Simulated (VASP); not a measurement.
# Si2Ni (Fm-3m) in VASP: single point with PBE

Aim: the single point of Si2Ni with PBE.

Program: VASP 6.6.1. These are calculated values, not measurements. Logs are shortened: lines on timing, memory, paths and dates and some standing lists are left out, and cuts for length are marked.

## Step 1: The cell of the first run

The structure is cubic, space group Fm-3m (No. 225). The conventional cell has a = 5.447 Å, b = 5.447 Å, c = 5.447 Å, α = 90.00°, β = 90.00°, γ = 90.00°. Within 3.1 Å of Si (site symmetry -43m) lie 4 Ni at 2.36 Å and 6 Si at 2.72 Å. Within 3.1 Å of Ni (site symmetry m-3m) lie 8 Si at 2.36 Å.

## Step 2: Single point, PBE

INCAR

```
SYSTEM = Si2Ni
PREC = Accurate
ENCUT = 520
EDIFF = 1E-7
ISMEAR = 0
SIGMA = 0.1
LREAL = .FALSE.
LASPH = .TRUE.
NELM = 100
ALGO = Normal
ISIF = 2
LWAVE = .FALSE.
LCHARG = .FALSE.
GGA = PE
ISYM = 0
NBANDS = 16
```

KPOINTS

```
Automatic mesh
0
G
  14 14 14
  0 0 0
```

POSCAR

```
Si2Ni
1.0
    0.0000000000      2.7234320615      2.7234320615
    2.7234320615      0.0000000000      2.7234320615
    2.7234320615      2.7234320615      0.0000000000
Si Ni
2 1
Direct
    0.2500000000      0.2500000000      0.2500000000
    0.7500000000      0.7500000000      0.7500000000
    0.0000000000      0.0000000000      0.0000000000
```

Potentials or basis: VASP PAW PBE potentials, release 64 (Si, Ni).

Launch:

```console
$ cat potpaw_PBE.64/Si/POTCAR potpaw_PBE.64/Ni/POTCAR > POTCAR
$ mpirun -np 1 vasp_std > vasp.out
```

OUTCAR:

```text
SYSTEM = Si2Ni
   PREC = Accurate
   ENCUT = 520
   EDIFF = 1E-7
   ISMEAR = 0
   LREAL = .FALSE.
   LASPH = .TRUE.
   NELM = 100
   ISIF = 2
   GGA = PE
   ISYM = 0

 ion  position               nearest neighbor table
   1  0.250  0.250  0.250-   3 2.36   3 2.36   3 2.36   3 2.36   2 2.72   2 2.72   2 2.72   2 2.72
                             2 2.72   2 2.72
   2  0.750  0.750  0.750-   3 2.36   3 2.36   3 2.36   3 2.36   1 2.72   1 2.72   1 2.72   1 2.72
                             1 2.72   1 2.72
   3  0.000  0.000  0.000-   2 2.36   2 2.36   2 2.36   1 2.36   2 2.36   1 2.36   1 2.36   1 2.36

IMPORTANT INFORMATION: All symmetrisations will be switched off!
NOSYMM: (Re-)initialisation of all symmetry stuff for point group C_1.

----------------------------------------------------------------------------------------

                                     Primitive cell

  volume of cell :      40.3998

  direct lattice vectors                    reciprocal lattice vectors
     0.000000000  2.723432062  2.723432062    -0.183591876  0.183591876  0.183591876
     2.723432062  0.000000000  2.723432062     0.183591876 -0.183591876  0.183591876
     2.723432062  2.723432062  0.000000000     0.183591876  0.183591876 -0.183591876

  length of vectors
     3.851514558  3.851514558  3.851514558     0.317990456  0.317990456  0.317990456

  position of ions in fractional coordinates (direct lattice)
     0.250000000  0.250000000  0.250000000
     0.750000000  0.750000000  0.750000000
     0.000000000  0.000000000  0.000000000

  ion indices of the primitive-cell ions
   primitive index   ion index
                 1           1
                 2           2
                 3           3

----------------------------------------------------------------------------------------

 KPOINTS: Automatic mesh

Automatic generation of k-mesh.
 Grid dimensions read from file:
 generate k-points for:   14   14   14

 Generating k-lattice:

  Cartesian coordinates                     Fractional coordinates (reciprocal lattice)
    -0.013113705  0.013113705  0.013113705     0.071428571  0.000000000  0.000000000
     0.013113705 -0.013113705  0.013113705     0.000000000  0.071428571  0.000000000
     0.013113705  0.013113705 -0.013113705     0.000000000  0.000000000  0.071428571

  Length of vectors
     0.022713604  0.022713604  0.022713604

  Shift w.r.t. Gamma in fractional coordinates (k-lattice)
     0.000000000  0.000000000  0.000000000

 Subroutine IBZKPT returns following result:
 ===========================================

 Found   1376 irreducible k-points:

 Following reciprocal coordinates:
            Coordinates               Weight
  0.000000  0.000000  0.000000      1.000000
  0.071429  0.000000  0.000000      2.000000
  0.000000  0.071429  0.000000      2.000000
  0.000000  0.000000  0.071429      2.000000
  0.071429  0.071429  0.071429      2.000000
  0.142857  0.000000  0.000000      2.000000
[... 16 lines left out ...]
  0.000000  0.428571  0.000000      2.000000
  0.000000  0.000000  0.428571      2.000000
 [... further k-points ...]
   k-points           NKPTS =   1376   k-points in BZ     NKDIM =   1376   number of bands    NBANDS=     16
   number of dos      NEDOS =    301   number of ions     NIONS =      3
   total plane-waves  NPLWV =  27000
   dimension x,y,z NGX =    30 NGY =   30 NGZ =   30
   dimension x,y,z NGXF=    60 NGYF=   60 NGZF=   60
   ions per type =               2   1
   NGX,Y,Z   is equivalent  to a cutoff of  12.95, 12.95, 12.95 a.u.
   NGXF,Y,Z  is equivalent  to a cutoff of  25.90, 25.90, 25.90 a.u.
 SYSTEM =  Si2Ni
   PREC   = accura    normal or accurate (medium, high low for compatibility)
   ISTART =      0    job   : 0-new  1-cont  2-samecut
   ICHARG =      2    charge: 1-file 2-atom 10-const
   ISPIN  =      1    spin polarized calculation?
   LNONCOLLINEAR =      F non collinear calculations
   LSORBIT =      F    spin-orbit coupling
   LASPH  =      T    aspherical Exc in radial PAW
   ENCUT  =  520.0 eV  38.22 Ry    6.18 a.u.   7.16  7.16  7.16*2*pi/ulx,y,z
   NELM   =    100;   NELMIN=  2; NELMDL= -5     # of ELM steps
   EDIFF  = 0.1E-06   stopping-criterion for ELM
   LREAL  =      F    real-space projection
   EDIFFG = 0.1E-05   stopping-criterion for IOM
   NSW    =      0    number of steps for IOM
   IBRION =     -1    ionic relax: 0-MD 1-quasi-New 2-CG
   NFREE  =      0    steps in history (QN), initial steepest desc. (CG)
   ISIF   =      2    stress and relaxation
   ISYM   =      0    0-nonsym 1-usesym 2-fastsym
   POTIM  = 0.5000    time-step for ionic-motion
   TEBEG  =    0.0;   TEEND  =   0.0 temperature during run
   PSTRESS=    0.0 pullay stress
   NELECT =      18.0000    total number of electrons
   NUPDOWN=      -1.0000    fix difference up-down
   EMIN   =  10.00;   EMAX   =-10.00  energy-range for DOS
   EFERMI =   0.00;   METHOD = LEGACY
   ISMEAR =     0;   SIGMA  =   0.10  broadening in eV -4-tet -1-fermi 0-gaus
   EFERMI_NEDOS =   21; number of points for ismear=-14 and -15
   IALGO  =     38    algorithm
   IMIX   =      4    mixing-type and parameters
     AMIX     =   0.40;   BMIX     =  1.00
     AMIX_MAG =   1.60;   BMIX_MAG =  1.00
  volume/ion in A,a.u.               =      13.47        90.88
  Fermi-wavevector in a.u.,A,eV,Ry     =   1.250372  2.362860 21.271747  1.563429
  Thomas-Fermi vector in A             =   2.384369
   LORBIT       =      0    0 simple, 1 ext, 2 COOP (PROOUT), +10 PAW based schemes
   GGA     = PE    functional components
   LHFCALC =     F    Hartree Fock is set to
   AEXX    =    0.0000 exact exchange contribution
   IVDW    =     0    specifies the selected vdW correction
   LEPSILON=     F    determine dielectric tensor
   LRPA    =     F    only Hartree local field effects (RPA)
 non-spin polarized calculation
 Gauss-broadening in eV      SIGMA  =   0.10
  energy-cutoff  :      520.00
  volume of cell :       40.40
 maximum number of plane-waves:      1106
 NGX is ok and might be reduce to    30
   NGX = 15   NGY = 15   NGZ = 15

 number of electron      17.9999991 magnetization

 Free energy of the ion-electron system (eV)
  ---------------------------------------------------
  ext. energy  EPLUGINS =         0.00000000
  ---------------------------------------------------
  free energy    TOTEN  =       -17.37226157 eV

  energy without entropy =      -17.36820749  energy(sigma->0) =      -17.37023453

 E-fermi :  10.1373     XC(G=0): -11.4829

 val. band max:       10.0553742801   @ k =   0.0000   0.2857   0.4286
 cond. band min:      10.1569385958   @ k =   0.4286   0.3571  -0.1429
 fundamental gap:      0.1015643156
 Fermi energy:        10.1372809596

 k-point     1 :       0.0000    0.0000    0.0000
  band No.  band energies     occupation
      1      -3.5164      2.00000
      2       5.0704      2.00000
      3       5.0704      2.00000
      4       5.0704      2.00000
      5       6.7407      2.00000
      6       6.7407      2.00000
[... 8 lines left out ...]
     15      14.7990      0.00000
     16      14.7990      0.00000

 k-point     2 :       0.0714    0.0000    0.0000
  band No.  band energies     occupation
      1      -3.4420      2.00000
      2       4.9087      2.00000
      3       5.0943      2.00000
      4       5.0943      2.00000
      5       6.7266      2.00000
      6       6.7266      2.00000
[... 8 lines left out ...]
     15      14.5127      0.00000
     16      14.6693      0.00000

 k-point     3 :       0.0000    0.0714    0.0000
  band No.  band energies     occupation
      1      -3.4420      2.00000
      2       4.9087      2.00000
      3       5.0943      2.00000
      4       5.0943      2.00000
      5       6.7266      2.00000
      6       6.7266      2.00000
[... 8 lines left out ...]
     15      14.5127      0.00000
     16      14.6693      0.00000

 k-point     4 :       0.0000    0.0000    0.0714
  band No.  band energies     occupation
      1      -3.4420      2.00000
      2       4.9087      2.00000
      3       5.0943      2.00000
      4       5.0943      2.00000
      5       6.7266      2.00000
      6       6.7266      2.00000
[... 8 lines left out ...]
     15      14.5127      0.00000
     16      14.6693      0.00000

 k-point     5 :       0.0714    0.0714    0.0714
  band No.  band energies     occupation
      1      -3.4420      2.00000
      2       4.9087      2.00000
      3       5.0943      2.00000
      4       5.0943      2.00000
      5       6.7266      2.00000
      6       6.7266      2.00000
[... 8 lines left out ...]
     15      14.5127      0.00000
     16      14.6693      0.00000

 k-point     6 :       0.1429    0.0000    0.0000
  band No.  band energies     occupation
      1      -3.2197      2.00000
      2       4.4531      2.00000
      3       5.1616      2.00000
      4       5.1616      2.00000
      5       6.6928      2.00000
      6       6.6928      2.00000
[... 8 lines left out ...]
     15      14.4020      0.00000
     16      14.7429      0.00000
[... 267 lines left out ...]
 k-point    21 :       0.3571    0.3571    0.3571
  band No.  band energies     occupation
      1      -1.7076      2.00000
      2       1.9301      2.00000
      3       5.4377      2.00000
      4       5.4377      2.00000
      5       6.7472      2.00000
      6       6.7472      2.00000
[... 8 lines left out ...]
     15      17.2609      0.00000
     16      17.8521      0.00000

 k-point    22 :       0.4286    0.0000    0.0000
  band No.  band energies     occupation
      1      -0.9613      2.00000
      2       0.9580      2.00000
      3       5.4799      2.00000
      4       5.4799      2.00000
      5       6.6179      2.00000
      6       6.8586      2.00000
[... 8 lines left out ...]
     15      18.4790      0.00000
     16      19.0651      0.00000

 k-point    23 :       0.0000    0.4286    0.0000
  band No.  band energies     occupation
      1      -0.9613      2.00000
      2       0.9580      2.00000
      3       5.4799      2.00000
      4       5.4799      2.00000
      5       6.6179      2.00000
      6       6.8586      2.00000
[... 8 lines left out ...]
     15      18.4790      0.00000
     16      19.0651      0.00000

 k-point    24 :       0.0000    0.0000    0.4286
  band No.  band energies     occupation
      1      -0.9613      2.00000
      2       0.9580      2.00000
      3       5.4799      2.00000
      4       5.4799      2.00000
      5       6.6179      2.00000
      6       6.8586      2.00000
[... 8 lines left out ...]
     15      18.4790      0.00000
     16      19.0651      0.00000

 [... further k-points ...]

------------------------ aborting loop because EDIFF is reached ----------------------------------------

  FORCE on cell =-STRESS in cart. coord.  units (eV):
  Direction    XX          YY          ZZ          XY          YZ          ZX
  --------------------------------------------------------------------------------------
  -------------------------------------------------------------------------------------
  Total       -0.0052005     -0.0052005     -0.0052006      0.0000038      0.0000039      0.0000039
  in kB       -0.2062417     -0.2062431     -0.2062450      0.0001501      0.0001560      0.0001527
  external PRESSURE =      -0.2062433 kB  Pullay stress =       0.0000000 kB

 VOLUME and BASIS-vectors are now :
 -----------------------------------------------------------------------------
  energy-cutoff  :      520.00
  volume of cell :       40.40
      direct lattice vectors                 reciprocal lattice vectors
     0.000000000  2.723432062  2.723432062    -0.183591876  0.183591876  0.183591876
     2.723432062  0.000000000  2.723432062     0.183591876 -0.183591876  0.183591876
     2.723432062  2.723432062  0.000000000     0.183591876  0.183591876 -0.183591876

 POSITION                                       TOTAL-FORCE (eV/Angst)
 -----------------------------------------------------------------------------------
      1.36172      1.36172      1.36172        -0.000002     -0.000001     -0.000002
      4.08515      4.08515      4.08515         0.000002      0.000002      0.000001
      0.00000      0.00000      0.00000        -0.000000     -0.000000      0.000000
 -----------------------------------------------------------------------------------
    total drift:                               -0.000000     -0.000000      0.000000

  FREE ENERGIE OF THE ION-ELECTRON SYSTEM (eV)
  ---------------------------------------------------
  free  energy   TOTEN  =       -17.3722615748 eV

  energy  without entropy=      -17.3682074914  energy(sigma->0) =      -17.37023453
```

Wall time 9.5 min (1 thread of Intel Xeon 6975P-C (Granite Rapids), shared host); peak memory 0.89 GiB.

What came out:

```
Free energy            : -17.3723 eV
Pressure               : 0.0 GPa
Band gap on the k mesh : zero (bands 9 and 10 overlap by 2.14 eV)
```

The gap in the log of VASP goes by the Fermi energy; the results here count the filled bands.